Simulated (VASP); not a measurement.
Runs of VASP 6.6.1 on BaTiO3. The structure is that of space group Pm-3m (No. 221), or close to it. The cells are those of the table. 

```csv
task,cell,cutoff (eV),gap on the mesh (eV),pressure (GPa)
relaxation of cell and atoms,"relaxed from a = 4.006 Å, 5 atoms",600,2.13,0.0
single point,"a = 3.827 Å, 5 atoms",520,2.43,33.9
single point,"a = 3.870 Å, 5 atoms",520,2.37,23.9
single point,"a = 4.123 Å, 5 atoms",520,1.92,(b)
single point,"a = 3.994 Å, 5 atoms",520,(c),2.0
single point,"a = 3.913 Å, 5 atoms",520,2.29,15.3
single point,"a = 3.954 Å, 5 atoms",520,2.22,(a)
single point,"a = 4.034 Å, 5 atoms",520,2.08,-3.2
single point,"a = 4.072 Å, 5 atoms",520,2.01,-7.7
```

Alike in all rows: level r2SCAN; potentials or basis VASP PAW PBE potentials, release 64 (Ba_sv, Ti_sv, O); no spin polarisation; k mesh 8 × 8 × 8; smearing gaussian 0.02 eV.

Q: Estimate the missing entries.

A: (a) 8.1; (b) -12.5; (c) 2.15.

Caveats: the PAW data sets were made with another functional, which shifts forces and pressure a little; spin-orbit coupling is left out, which moves the levels of the heavy elements; the cell stands under pressure (at least some runs); the cell stands under tension (at least some runs).

A k mesh can miss the band edges, and the runs leave out spin-orbit coupling on Ba.
